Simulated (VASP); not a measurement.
# WSe2 (P-3m1) in VASP: a series of runs

The runs below take WSe2 through single point, relaxation of cell and atoms, with PBEsol.

Program: VASP 6.6.1. These are calculated values, not measurements. Logs are shortened: lines on timing, memory, paths and dates and some standing lists are left out, and cuts for length are marked.

## 1. The cell of the first run

The structure is trigonal, space group P-3m1 (No. 164). The conventional cell has a = 3.240 Å, b = 3.240 Å, c = 6.835 Å, α = 90.00°, β = 90.00°, γ = 120.00°. Within 3.4 Å of W (site symmetry -3m) lie 6 Se at 2.54 Å and 6 W at 3.24 Å. Se (site symmetry 3m) has 3 W at 2.54 Å and 6 Se at 3.24 Å within 3.4 Å.

## 2. Single point, PBEsol

Contents of INCAR:

```
ALGO = Normal ; EDIFF = 1E-6
ENCUT = 520 ; GGA = PS
ISIF = 2 ; ISMEAR = -1
LASPH = True ; LCHARG = False
LREAL = False ; LWAVE = False
NBANDS = 20 ; NELM = 60
PREC = Accurate ; SIGMA = 0.03
```

Contents of KPOINTS:

```
k-points
0
Gamma
  6 6 4
```

Contents of POSCAR:

```
WSe2
1.0
    3.2404037782      0.0000000000      0.0000000000
   -1.6202018891      2.8062719904      0.0000000000
    0.0000000000      0.0000000000      6.8350559753
W Se
1 2
Direct
    0.0000000000      0.0000000000      0.0000000000
    0.3333333333      0.6666666667      0.2515217114
    0.6666666667      0.3333333333      0.7484782886
```

Potentials or basis: VASP PAW PBE potentials, release 64 (W_sv, Se).

On the command line:

```console
cat potpaw_PBE.64/W_sv/POTCAR potpaw_PBE.64/Se/POTCAR > POTCAR
mpirun -np 1 vasp_std > vasp.out
```

OUTCAR:

```text
EDIFF = 1E-6
   ENCUT = 520
   GGA = PS
   ISIF = 2
   ISMEAR = -1
   LASPH = True
   LREAL = False
   NELM = 60
   PREC = Accurate

 ion  position               nearest neighbor table
   1  0.000  0.000  0.000-   2 2.54   3 2.54   2 2.54   3 2.54   3 2.54   2 2.54
   2  0.333  0.667  0.252-   1 2.54   1 2.54   1 2.54
   3  0.667  0.333  0.748-   1 2.54   1 2.54   1 2.54

  LATTYP: Found a hexagonal cell.
 ALAT       =     3.2404037782
 C/A-ratio  =     2.1093223077

  Lattice vectors:

 A1 = (   3.2404037782,   0.0000000000,   0.0000000000)
 A2 = (  -1.6202018891,   2.8062719904,   0.0000000000)
 A3 = (   0.0000000000,   0.0000000000,   6.8350559753)

Analysis of symmetry for initial positions (statically):
=====================================================================
 Subroutine PRICEL returns:
 Original cell was already a primitive cell.

 Routine SETGRP: Setting up the symmetry group for a
 hexagonal supercell.

 Subroutine GETGRP returns: Found 12 space group operations
 (whereof 12 operations were pure point group operations)
 out of a pool of 24 trial point group operations.

The static configuration has the point symmetry D_3d.

Analysis of symmetry for dynamics (positions and initial velocities):
=====================================================================
 Subroutine PRICEL returns:
 Original cell was already a primitive cell.

 Routine SETGRP: Setting up the symmetry group for a
 hexagonal supercell.

 Subroutine GETGRP returns: Found 12 space group operations
 (whereof 12 operations were pure point group operations)
 out of a pool of 24 trial point group operations.

The dynamic configuration has the point symmetry D_3d.

 Subroutine INISYM returns: Found 12 space group operations
 (whereof 12 operations are pure point group operations),
 and found     1 'primitive' translations

----------------------------------------------------------------------------------------

                                     Primitive cell

  volume of cell :      62.1543

  direct lattice vectors                    reciprocal lattice vectors
     3.240403778  0.000000000  0.000000000     0.308603516  0.178172323  0.000000000
    -1.620201889  2.806271990  0.000000000     0.000000000  0.356344646  0.000000000
     0.000000000  0.000000000  6.835055975     0.000000000  0.000000000  0.146304581

  length of vectors
     3.240403778  3.240403778  6.835055975     0.356344646  0.356344646  0.146304581

  position of ions in fractional coordinates (direct lattice)
     0.000000000  0.000000000  0.000000000
     0.333333333  0.666666667  0.251521711
     0.666666667  0.333333333  0.748478289

  ion indices of the primitive-cell ions
   primitive index   ion index
                 1           1
                 2           2
                 3           3

----------------------------------------------------------------------------------------

 KPOINTS: k-points

Automatic generation of k-mesh.
 Grid dimensions read from file:
 generate k-points for:    6    6    4

 Generating k-lattice:

  Cartesian coordinates                     Fractional coordinates (reciprocal lattice)
     0.051433919  0.029695387  0.000000000     0.166666667  0.000000000  0.000000000
     0.000000000  0.059390774  0.000000000     0.000000000  0.166666667  0.000000000
     0.000000000  0.000000000  0.036576145     0.000000000  0.000000000  0.250000000

  Length of vectors
     0.059390774  0.059390774  0.036576145

  Shift w.r.t. Gamma in fractional coordinates (k-lattice)
     0.000000000  0.000000000  0.000000000

 Subroutine IBZKPT returns following result:
 ===========================================

 Found     24 irreducible k-points:

 Following reciprocal coordinates:
            Coordinates               Weight
  0.000000  0.000000  0.000000      1.000000
  0.166667 -0.000000  0.000000      6.000000
  0.333333 -0.000000  0.000000      6.000000
  0.500000 -0.000000  0.000000      3.000000
  0.166667  0.166667  0.000000      6.000000
  0.333333  0.166667  0.000000     12.000000
[... 16 lines left out ...]
  0.333333  0.166667  0.500000     12.000000
  0.333333  0.333333  0.500000      2.000000
   k-points           NKPTS =     24   k-points in BZ     NKDIM =     24   number of bands    NBANDS=     20
   number of dos      NEDOS =    301   number of ions     NIONS =      3
   total plane-waves  NPLWV =  31104
   dimension x,y,z NGX =    24 NGY =   24 NGZ =   54
   dimension x,y,z NGXF=    48 NGYF=   48 NGZF=  108
   ions per type =               1   2
   NGX,Y,Z   is equivalent  to a cutoff of  12.31, 12.31, 13.13 a.u.
   NGXF,Y,Z  is equivalent  to a cutoff of  24.63, 24.63, 26.27 a.u.
 SYSTEM =  unknown system
   PREC   = accura    normal or accurate (medium, high low for compatibility)
   ISTART =      0    job   : 0-new  1-cont  2-samecut
   ICHARG =      2    charge: 1-file 2-atom 10-const
   ISPIN  =      1    spin polarized calculation?
   LNONCOLLINEAR =      F non collinear calculations
   LSORBIT =      F    spin-orbit coupling
   LASPH  =      T    aspherical Exc in radial PAW
   ENCUT  =  520.0 eV  38.22 Ry    6.18 a.u.   6.03  6.03 12.71*2*pi/ulx,y,z
   NELM   =     60;   NELMIN=  2; NELMDL= -5     # of ELM steps
   EDIFF  = 0.1E-05   stopping-criterion for ELM
   LREAL  =      F    real-space projection
   EDIFFG = 0.1E-04   stopping-criterion for IOM
   NSW    =      0    number of steps for IOM
   IBRION =     -1    ionic relax: 0-MD 1-quasi-New 2-CG
   NFREE  =      0    steps in history (QN), initial steepest desc. (CG)
   ISIF   =      2    stress and relaxation
   ISYM   =      2    0-nonsym 1-usesym 2-fastsym
   POTIM  = 0.5000    time-step for ionic-motion
   TEBEG  =    0.0;   TEEND  =   0.0 temperature during run
   PSTRESS=    0.0 pullay stress
   NELECT =      26.0000    total number of electrons
   NUPDOWN=      -1.0000    fix difference up-down
   EMIN   =  10.00;   EMAX   =-10.00  energy-range for DOS
   EFERMI =   0.00;   METHOD = LEGACY
   ISMEAR =    -1;   SIGMA  =   0.03  broadening in eV -4-tet -1-fermi 0-gaus
   EFERMI_NEDOS =   21; number of points for ismear=-14 and -15
   IALGO  =     38    algorithm
   IMIX   =      4    mixing-type and parameters
     AMIX     =   0.40;   BMIX     =  1.00
     AMIX_MAG =   1.60;   BMIX_MAG =  1.00
  volume/ion in A,a.u.               =      20.72       139.81
  Fermi-wavevector in a.u.,A,eV,Ry     =   1.224360  2.313704 20.395898  1.499056
  Thomas-Fermi vector in A             =   2.359437
   LORBIT       =      0    0 simple, 1 ext, 2 COOP (PROOUT), +10 PAW based schemes
   GGA     = PS    functional components
   LHFCALC =     F    Hartree Fock is set to
   AEXX    =    0.0000 exact exchange contribution
   IVDW    =     0    specifies the selected vdW correction
   LEPSILON=     F    determine dielectric tensor
   LRPA    =     F    only Hartree local field effects (RPA)
 non-spin polarized calculation
  energy-cutoff  :      520.00
  volume of cell :       62.15
 maximum number of plane-waves:      1722
   NGX = 13   NGY = 13   NGZ = 25

 number of electron      26.0000000 magnetization

 Free energy of the ion-electron system (eV)
  ---------------------------------------------------
  ext. energy  EPLUGINS =         0.00000000
  ---------------------------------------------------
  free energy    TOTEN  =       -22.53031553 eV

  energy without entropy =      -22.52757422  energy(sigma->0) =      -22.52894487

 E-fermi :   6.4157     XC(G=0): -10.7467

 val. band max:        6.2784317477   @ k =   0.1667   0.1667   0.5000
 cond. band min:       6.4549604308   @ k =   0.1667  -0.0000   0.0000
 fundamental gap:      0.1765286831
 Fermi energy:         6.4157080975

 k-point     1 :       0.0000    0.0000    0.0000
  band No.  band energies     occupation
      1     -68.3536      2.00000
      2     -32.5602      2.00000
      3     -32.4885      2.00000
      4     -32.4885      2.00000
      5      -9.3748      2.00000
      6      -8.0479      2.00000
[... 12 lines left out ...]
     19      12.3455      0.00000
     20      15.9204      0.00000

 k-point     2 :       0.1667   -0.0000    0.0000
  band No.  band energies     occupation
      1     -68.3504      2.00000
      2     -32.5575      2.00000
      3     -32.5470      2.00000
      4     -32.5047      2.00000
      5      -8.9272      2.00000
      6      -7.8505      2.00000
[... 12 lines left out ...]
     19      13.8996      0.00000
     20      15.1841      0.00000

 k-point     3 :       0.3333   -0.0000    0.0000
  band No.  band energies     occupation
      1     -68.3439      2.00000
      2     -32.6925      2.00000
      3     -32.5369      2.00000
      4     -32.5209      2.00000
      5      -7.8529      2.00000
      6      -7.3525      2.00000
[... 12 lines left out ...]
     19      12.7015      0.00000
     20      13.5302      0.00000

 k-point     4 :       0.5000   -0.0000    0.0000
  band No.  band energies     occupation
      1     -68.3407      2.00000
      2     -32.7589      2.00000
      3     -32.5529      2.00000
      4     -32.5077      2.00000
      5      -7.3372      2.00000
      6      -6.8031      2.00000
[... 12 lines left out ...]
     19      12.2813      0.00000
     20      13.5040      0.00000

 k-point     5 :       0.1667    0.1667    0.0000
  band No.  band energies     occupation
      1     -68.3456      2.00000
      2     -32.6461      2.00000
      3     -32.5425      2.00000
      4     -32.5271      2.00000
      5      -8.1402      2.00000
      6      -7.5134      2.00000
[... 12 lines left out ...]
     19      13.7075      0.00000
     20      14.9776      0.00000
[... 353 lines left out ...]
      6      -6.7239      2.00000
[... 12 lines left out ...]
     19      11.2370      0.00000
     20      12.2368      0.00000

 k-point    22 :       0.1667    0.1667    0.5000
  band No.  band energies     occupation
      1     -68.3456      2.00000
      2     -32.6461      2.00000
      3     -32.5425      2.00000
      4     -32.5271      2.00000
      5      -7.9944      2.00000
      6      -7.6878      2.00000
[... 12 lines left out ...]
     19      14.8702      0.00000
     20      14.9212      0.00000

 k-point    23 :       0.3333    0.1667    0.5000
  band No.  band energies     occupation
      1     -68.3407      2.00000
      2     -32.7245      2.00000
      3     -32.5883      2.00000
      4     -32.5078      2.00000
      5      -7.2670      2.00000
      6      -6.9233      2.00000
[... 12 lines left out ...]
     19      12.2169      0.00000
     20      14.5722      0.00000

 k-point    24 :       0.3333    0.3333    0.5000
  band No.  band energies     occupation
      1     -68.3391      2.00000
      2     -32.6774      2.00000
      3     -32.6774      2.00000
      4     -32.5013      2.00000
      5      -6.8191      2.00000
      6      -6.8191      2.00000
[... 12 lines left out ...]
     19      13.0821      0.00000
     20      13.5213      0.00000

------------------------ aborting loop because EDIFF is reached ----------------------------------------

  FORCE on cell =-STRESS in cart. coord.  units (eV):
  Direction    XX          YY          ZZ          XY          YZ          ZX
  --------------------------------------------------------------------------------------
  -------------------------------------------------------------------------------------
  Total        0.1294473      0.1294473      0.1847831      0.0000000      0.0000000     -0.0000000
  in kB        3.3368184      3.3368184      4.7632328      0.0000000      0.0000000     -0.0000000
  external PRESSURE =       3.8122898 kB  Pullay stress =       0.0000000 kB

 VOLUME and BASIS-vectors are now :
 -----------------------------------------------------------------------------
  energy-cutoff  :      520.00
  volume of cell :       62.15
      direct lattice vectors                 reciprocal lattice vectors
     3.240403778  0.000000000  0.000000000     0.308603516  0.178172323  0.000000000
    -1.620201889  2.806271990  0.000000000     0.000000000  0.356344646  0.000000000
     0.000000000  0.000000000  6.835055975     0.000000000  0.000000000  0.146304581

 POSITION                                       TOTAL-FORCE (eV/Angst)
 -----------------------------------------------------------------------------------
      0.00000      0.00000      0.00000         0.000000      0.000000      0.000000
     -0.00000      1.87085      1.71916        -0.000000      0.000000      0.052287
      1.62020      0.93542      5.11589         0.000000      0.000000     -0.052287
 -----------------------------------------------------------------------------------
    total drift:                                0.000000      0.000000     -0.000000

  FREE ENERGIE OF THE ION-ELECTRON SYSTEM (eV)
  ---------------------------------------------------
  free  energy   TOTEN  =       -22.5303155271 eV

  energy  without entropy=      -22.5275742196  energy(sigma->0) =      -22.52894487
```

It took 15 s on 1 thread of AMD EPYC 9R45 (Zen 5), shared host; peak memory 0.16 GiB.

Results:

```
Free energy            : -22.5303 eV
Pressure               : 0.4 GPa
Largest force          : 0.052 eV/Å
Band gap on the k mesh : zero (band 13 reaches 7.05 eV, above the bottom of band 14 at 6.28 eV)
```

Forces on the atoms (eV/Å):
```
W    0.000  0.000  0.000
Se   0.000  0.000  0.052
Se   0.000  0.000 -0.052
```

Caveat: the k points lie up to 0.37 Å⁻¹ apart; the PAW data sets were made with another functional, which shifts forces and pressure a little; spin-orbit coupling is left out, which moves the levels of the heavy elements; this functional lacks dispersion, which binds the layers, so the pressure and a relaxed spacing across them are unreliable.

[end of part 1 of 2]
